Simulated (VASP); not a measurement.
A run of VASP 6.6.1:

The input INCAR:

```
PREC     = Accurate       # precision mode
ENCUT    = 520            # plane-wave cutoff, eV
EDIFF    = 1E-6           # SCF threshold, eV
ISMEAR   = 1              # smearing method
SIGMA    = 0.15           # smearing width, eV
LREAL    = F              # projectors in reciprocal space
LASPH    = T              # aspherical terms in the spheres
NELM     = 100            # most SCF steps
ALGO     = Normal         # electronic algorithm
ISIF     = 2              # what is computed and relaxed
LWAVE    = F              # write WAVECAR
LCHARG   = F              # write CHGCAR
GGA      = CA             # functional
NBANDS   = 26             # bands
```

Contents of KPOINTS:

```
regular mesh
0
Gamma
  7 7 7
```

POSCAR

```
SbPd3
1.0
    4.0265120000      0.0000000000      0.0000000000
    0.0000000000      4.0265120000      0.0000000000
    0.0000000000      0.0000000000      4.0265120000
Sb Pd
1 3
Direct
    0.0000000000      0.0000000000      0.0000000000
    0.0000000000      0.5000000000      0.5000000000
    0.5000000000      0.0000000000      0.5000000000
    0.5000000000      0.5000000000      0.0000000000
```

Potentials or basis: VASP PAW LDA potentials, release 64 (Sb, Pd).

Run with:

```bash
$ cat potpaw_LDA.64/Sb/POTCAR potpaw_LDA.64/Pd/POTCAR > POTCAR
$ mpirun -np 1 vasp_std > vasp.out
```

Hardware: 1 thread of Intel(R) Xeon(R) Platinum 8559C (Emerald Rapids) (shared host).

Question: How long does it take, and how much memory?

Answer: Wall time 15 s on 1 thread of Intel(R) Xeon(R) Platinum 8559C (Emerald Rapids), on a shared host, peak memory 0.16 GiB. Counts: scf iterations 12, k points 20.
